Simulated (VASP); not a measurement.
# Ca (P6_3/mmc) in VASP: relaxation of cell and atoms with PBE

Aim: the relaxation of cell and atoms of Ca with PBE.

Everything below comes from runs of VASP 6.6.1. Logs are shortened: lines on timing, memory, paths and dates and some standing lists are left out, and cuts for length are marked.

### Step 1. The cell of the first run

It takes space group P6_3/mmc (No. 194, hexagonal). The conventional cell has a = 3.958 Å, b = 3.958 Å, c = 12.869 Å, α = 90.00°, β = 90.00°, γ = 120.00°. Ca (site symmetry -3m) has 12 Ca at 3.95 to 3.96 Å within 5.2 Å. Ca (site symmetry -6m2) has 12 Ca at 3.95 to 3.96 Å within 5.2 Å.

### Step 2. Relaxation of cell and atoms, PBE

Input file INCAR:

```
ALGO = Normal
EDIFF = 1E-6
EDIFFG = -0.005
ENCUT = 600
GGA = PE
IBRION = 2
ISIF = 3
ISMEAR = 0
LASPH = True
LCHARG = False
LREAL = False
LWAVE = False
NELM = 100
NSW = 100
PREC = Accurate
SIGMA = 0.1
```

Input file KPOINTS:

```
k-points
0
Gamma
  12 12 4
```

Input file POSCAR:

```
Ca
1.0
    3.9575547823      0.0000000000      0.0000000000
   -1.9787773911      3.4273429783      0.0000000000
    0.0000000000      0.0000000000     12.8694210400
Ca
4
Direct
    0.0000000000      0.0000000000      0.0000000000
    0.3333333300      0.6666666700      0.2500000000
    0.0000000000      0.0000000000      0.5000000000
    0.6666666700      0.3333333300      0.7500000000
```

Potentials or basis: VASP PAW PBE potentials, release 64 (Ca_sv).

On the command line:

```bash
$ cat potpaw_PBE.64/Ca_sv/POTCAR > POTCAR
$ mpirun -np 1 vasp_std > vasp.out
```

OUTCAR:

```text
EDIFF = 1E-6
   EDIFFG = -0.005
   ENCUT = 600
   GGA = PE
   IBRION = 2
   ISIF = 3
   ISMEAR = 0
   LASPH = True
   LREAL = False
   NELM = 100
   NSW = 100
   PREC = Accurate

 ion  position               nearest neighbor table
   1  0.000  0.000  0.000-
   2  0.333  0.667  0.250-
   3  0.000  0.000  0.500-
   4  0.667  0.333  0.750-

  LATTYP: Found a hexagonal cell.
 ALAT       =     3.9575547823
 C/A-ratio  =     3.2518617550

  Lattice vectors:

 A1 = (   3.9575547823,   0.0000000000,   0.0000000000)
 A2 = (  -1.9787773911,   3.4273429783,   0.0000000000)
 A3 = (   0.0000000000,   0.0000000000,  12.8694210400)

Analysis of symmetry for initial positions (statically):
=====================================================================
 Subroutine PRICEL returns:
 Original cell was already a primitive cell.

 Routine SETGRP: Setting up the symmetry group for a
 hexagonal supercell.

 Subroutine GETGRP returns: Found 24 space group operations
 (whereof 12 operations were pure point group operations)
 out of a pool of 24 trial point group operations.

The static configuration has the point symmetry D_3d.
 The point group associated with its full space group is D_6h.

Analysis of symmetry for dynamics (positions and initial velocities):
=====================================================================
 Subroutine PRICEL returns:
 Original cell was already a primitive cell.

 Routine SETGRP: Setting up the symmetry group for a
 hexagonal supercell.

 Subroutine GETGRP returns: Found 24 space group operations
 (whereof 12 operations were pure point group operations)
 out of a pool of 24 trial point group operations.

The dynamic configuration has the point symmetry D_3d.
 The point group associated with its full space group is D_6h.

 Subroutine INISYM returns: Found 24 space group operations
 (whereof 12 operations are pure point group operations),
 and found     1 'primitive' translations

----------------------------------------------------------------------------------------

                                     Primitive cell

  volume of cell :     174.5595

  direct lattice vectors                    reciprocal lattice vectors
     3.957554782  0.000000000  0.000000000     0.252681278  0.145885604  0.000000000
    -1.978777391  3.427342978  0.000000000     0.000000000  0.291771208  0.000000000
     0.000000000  0.000000000 12.869421040     0.000000000  0.000000000  0.077703573

  length of vectors
     3.957554782  3.957554782 12.869421040     0.291771208  0.291771208  0.077703573

  position of ions in fractional coordinates (direct lattice)
     0.000000000  0.000000000  0.000000000
     0.333333330  0.666666670  0.250000000
     0.000000000  0.000000000  0.500000000
     0.666666670  0.333333330  0.750000000

  ion indices of the primitive-cell ions
   primitive index   ion index
                 1           1
                 2           2
                 3           3
                 4           4

----------------------------------------------------------------------------------------

 KPOINTS: k-points

Automatic generation of k-mesh.
 Grid dimensions read from file:
 generate k-points for:   12   12    4

 Generating k-lattice:

  Cartesian coordinates                     Fractional coordinates (reciprocal lattice)
     0.021056773  0.012157134  0.000000000     0.083333333  0.000000000  0.000000000
     0.000000000  0.024314267  0.000000000     0.000000000  0.083333333  0.000000000
     0.000000000  0.000000000  0.019425893     0.000000000  0.000000000  0.250000000

  Length of vectors
     0.024314267  0.024314267  0.019425893

  Shift w.r.t. Gamma in fractional coordinates (k-lattice)
     0.000000000  0.000000000  0.000000000

 Subroutine IBZKPT returns following result:
 ===========================================

 Found     57 irreducible k-points:

 Following reciprocal coordinates:
            Coordinates               Weight
  0.000000  0.000000  0.000000      1.000000
  0.083333  0.000000  0.000000      6.000000
  0.166667  0.000000  0.000000      6.000000
  0.250000  0.000000  0.000000      6.000000
  0.333333  0.000000  0.000000      6.000000
  0.416667  0.000000  0.000000      6.000000
[... 16 lines left out ...]
  0.250000  0.000000  0.250000     12.000000
  0.333333  0.000000  0.250000     12.000000
 [... further k-points ...]
   k-points           NKPTS =     57   k-points in BZ     NKDIM =     57   number of bands    NBANDS=     24
   number of dos      NEDOS =    301   number of ions     NIONS =      4
   total plane-waves  NPLWV = 110592
   dimension x,y,z NGX =    32 NGY =   32 NGZ =  108
   dimension x,y,z NGXF=    64 NGYF=   64 NGZF=  216
   ions per type =               4
   NGX,Y,Z   is equivalent  to a cutoff of  13.44, 13.44, 13.95 a.u.
   NGXF,Y,Z  is equivalent  to a cutoff of  26.88, 26.88, 27.90 a.u.
 SYSTEM =  unknown system
   PREC   = accura    normal or accurate (medium, high low for compatibility)
   ISTART =      0    job   : 0-new  1-cont  2-samecut
   ICHARG =      2    charge: 1-file 2-atom 10-const
   ISPIN  =      1    spin polarized calculation?
   LNONCOLLINEAR =      F non collinear calculations
   LSORBIT =      F    spin-orbit coupling
   LASPH  =      T    aspherical Exc in radial PAW
   ENCUT  =  600.0 eV  44.10 Ry    6.64 a.u.   7.90  7.90 25.70*2*pi/ulx,y,z
   NELM   =    100;   NELMIN=  2; NELMDL= -5     # of ELM steps
   EDIFF  = 0.1E-05   stopping-criterion for ELM
   LREAL  =      F    real-space projection
   EDIFFG = -.5E-02   stopping-criterion for IOM
   NSW    =    100    number of steps for IOM
   IBRION =      2    ionic relax: 0-MD 1-quasi-New 2-CG
   NFREE  =      1    steps in history (QN), initial steepest desc. (CG)
   ISIF   =      3    stress and relaxation
   ISYM   =      2    0-nonsym 1-usesym 2-fastsym
   POTIM  = 0.5000    time-step for ionic-motion
   TEBEG  =    0.0;   TEEND  =   0.0 temperature during run
   PSTRESS=    0.0 pullay stress
   NELECT =      40.0000    total number of electrons
   NUPDOWN=      -1.0000    fix difference up-down
   EMIN   =  10.00;   EMAX   =-10.00  energy-range for DOS
   EFERMI =   0.00;   METHOD = LEGACY
   ISMEAR =     0;   SIGMA  =   0.10  broadening in eV -4-tet -1-fermi 0-gaus
   EFERMI_NEDOS =   21; number of points for ismear=-14 and -15
   IALGO  =     38    algorithm
   IMIX   =      4    mixing-type and parameters
     AMIX     =   0.40;   BMIX     =  1.00
     AMIX_MAG =   1.60;   BMIX_MAG =  1.00
  volume/ion in A,a.u.               =      43.64       294.50
  Fermi-wavevector in a.u.,A,eV,Ry     =   1.001798  1.893124 13.654807  1.003600
  Thomas-Fermi vector in A             =   2.134244
   LORBIT       =      0    0 simple, 1 ext, 2 COOP (PROOUT), +10 PAW based schemes
   GGA     = PE    functional components
   LHFCALC =     F    Hartree Fock is set to
   AEXX    =    0.0000 exact exchange contribution
   IVDW    =     0    specifies the selected vdW correction
   LEPSILON=     F    determine dielectric tensor
   LRPA    =     F    only Hartree local field effects (RPA)
 conjugate gradient relaxation of ions
 non-spin polarized calculation
 Gauss-broadening in eV      SIGMA  =   0.10
  energy-cutoff  :      600.00
  volume of cell :      174.56
 maximum number of plane-waves:      5865
 NGX is ok and might be reduce to    32
   NGX = 15   NGY = 15   NGZ = 51

--------------------------------------- Ionic step        1  -------------------------------------------

 number of electron      39.9999995 magnetization

 Free energy of the ion-electron system (eV)
  ---------------------------------------------------
  ext. energy  EPLUGINS =         0.00000000
  ---------------------------------------------------
  free energy    TOTEN  =        -7.70809277 eV

  energy without entropy =       -7.68127911  energy(sigma->0) =       -7.69468594

------------------------ aborting loop because EDIFF is reached ----------------------------------------

  FORCE on cell =-STRESS in cart. coord.  units (eV):
  Direction    XX          YY          ZZ          XY          YZ          ZX
  --------------------------------------------------------------------------------------
  -------------------------------------------------------------------------------------
  Total       -0.6294467     -0.6294467     -0.3496820     -0.0000000      0.0000000      0.0000000
  in kB       -5.7773150     -5.7773150     -3.2095222     -0.0000000      0.0000000      0.0000000
  external PRESSURE =      -4.9213841 kB  Pullay stress =       0.0000000 kB
[... 175 lines left out ...]
  energy  without entropy=       -7.6907558522  energy(sigma->0) =       -7.70392121

--------------------------------------- Ionic step        6  -------------------------------------------

 number of electron      39.9999999 magnetization

 Free energy of the ion-electron system (eV)
  ---------------------------------------------------
  ext. energy  EPLUGINS =         0.00000000
  ---------------------------------------------------
  free energy    TOTEN  =        -7.71713347 eV

  energy without entropy =       -7.69072774  energy(sigma->0) =       -7.70393060

 E-fermi :   1.9885     XC(G=0):  -7.7248

 val. band max:        1.9875413400   @ k =   0.3333   0.1667   0.0000
 cond. band min:       1.9904273872   @ k =   0.3333   0.0000   0.0000
 fundamental gap:      0.0028860472
 Fermi energy:         1.9885006265

 k-point     1 :       0.0000    0.0000    0.0000
  band No.  band energies     occupation
      1     -40.0688      2.00000
      2     -40.0641      2.00000
      3     -40.0597      2.00000
      4     -40.0549      2.00000
      5     -21.1178      2.00000
      6     -21.0534      2.00000
[... 637 lines left out ...]
     23       2.7294      0.00000
     24       2.9061      0.00000

 [... further k-points ...]

------------------------ aborting loop because EDIFF is reached ----------------------------------------

  FORCE on cell =-STRESS in cart. coord.  units (eV):
  Direction    XX          YY          ZZ          XY          YZ          ZX
  --------------------------------------------------------------------------------------
  -------------------------------------------------------------------------------------
  Total       -0.0020192     -0.0020192      0.0001196     -0.0000000     -0.0000000      0.0000000
  in kB       -0.0191033     -0.0191033      0.0011311     -0.0000000     -0.0000000      0.0000000
  external PRESSURE =      -0.0123585 kB  Pullay stress =       0.0000000 kB
[... 19 lines left out ...]
  FREE ENERGIE OF THE ION-ELECTRON SYSTEM (eV)
  ---------------------------------------------------
  free  energy   TOTEN  =        -7.7171334669 eV

  energy  without entropy=       -7.6907277410  energy(sigma->0) =       -7.70393060

 reached required accuracy - stopping structural energy minimisation
```

It took 15 min on 1 thread of Intel Xeon Platinum 8559C (Emerald Rapids), shared host; peak memory 0.48 GiB.

Results:

* Free energy: -7.7171 eV
* Relaxed volume: 42.34 Å³/atom
* Relaxed cell: a = 3.906 Å, b = 3.906 Å, c = 12.819 Å, α = 90.00°, β = 90.00°, γ = 120.00°
* Space group after relaxing (to 0.05 Å): P6_3/mmc (No. 194)
* Energy gained by relaxing: 2.3 meV/atom
* Ionic steps: 6
* Pressure after relaxing: 0.0 GPa
* Band gap on the k mesh: zero (band 20 reaches 2.22 eV, above the bottom of band 21 at 1.76 eV)

The path:
| step | energy change (eV) | largest force (eV/Å) | pressure (GPa) | volume (Å³) |
| --- | --- | --- | --- | --- |
| 1 | 0.0000 | 0.0000 | -0.49 | 174.56 |
| 2 | -0.0076 | 0.0000 | -0.18 | 171.19 |
| 3 | -0.0088 | 0.0000 | 0.00 | 169.38 |
| 4 | -0.0089 | 0.0000 | 0.01 | 169.24 |
| 5 | -0.0090 | 0.0000 | 0.01 | 169.30 |
| 6 | -0.0090 | 0.0000 | 0.00 | 169.35 |

Final structure:
```
Ca
1.0
     3.90578    0.00000    0.00000
    -1.95289    3.38250    0.00000
     0.00000    0.00000   12.81862
Ca
4
Direct
  0.00000 0.00000 0.00000
  0.33333 0.66667 0.25000
  0.00000 0.00000 0.50000
  0.66667 0.33333 0.75000
```
